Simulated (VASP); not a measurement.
Input of a VASP 6.6.1 run:

File POSCAR:

```
GaN
1.0
    0.0000000000      1.9969749059      2.1085153689
    2.1085153689      0.0000000000      2.1085153689
    2.1085153689      1.9969749059      0.0000000000
Ga N
1 1
Direct
    0.5000000000      0.5000000000      0.5000000000
    0.0000000000      0.0000000000      0.0000000000
```

INCAR.step1

```
PREC     = Accurate       # precision mode
ENCUT    = 520            # plane-wave cutoff, eV
ISMEAR   = 0              # smearing method
SIGMA    = 0.01           # smearing width, eV
LREAL    = F              # projectors in reciprocal space
LASPH    = T              # aspherical terms in the spheres
NELM     = 60             # most SCF steps
NBANDS   = 16             # bands
GGA      = PE             # functional
ALGO     = Normal         # electronic algorithm
EDIFF    = 1E-4           # SCF threshold, eV
LWAVE    = T              # write WAVECAR
LCHARG   = F              # write CHGCAR
```

INCAR.step2

```
PREC     = Accurate       # precision mode
ENCUT    = 520            # plane-wave cutoff, eV
EDIFF    = 1E-7           # SCF threshold, eV
ISMEAR   = 0              # smearing method
SIGMA    = 0.01           # smearing width, eV
LREAL    = F              # projectors in reciprocal space
LASPH    = T              # aspherical terms in the spheres
NELM     = 60             # most SCF steps
ALGO     = Normal         # electronic algorithm
ISIF     = 2              # what is computed and relaxed
LWAVE    = F              # write WAVECAR
LCHARG   = F              # write CHGCAR
METAGGA  = R2SCAN         # meta-GGA
LMIXTAU  = T            
NBANDS   = 16             # bands
ISTART   = 1
```

Contents of KPOINTS:

```
Automatic mesh
0
Gamma
  10 10 10
```

Potentials or basis: VASP PAW PBE potentials, release 64 (Ga_d, N).

Launch:

```console
$ cat potpaw_PBE.64/Ga_d/POTCAR potpaw_PBE.64/N/POTCAR > POTCAR
$ cp INCAR.step1 INCAR
$ mpirun -np 1 vasp_std > vasp.out
$ cp INCAR.step2 INCAR
$ mpirun -np 1 vasp_std > vasp.out
```

(1) Estimate the band gap on the k mesh.

(2) Estimate the pressure.

Answers

(1) 1.18 eV, indirect (least direct gap 4.01 eV).

(2) 18.0 GPa.

Caveat: the cell differs from its parent crystal (uniaxial y strain -5.3%); the PAW data sets were made with another functional, which shifts forces and pressure a little.
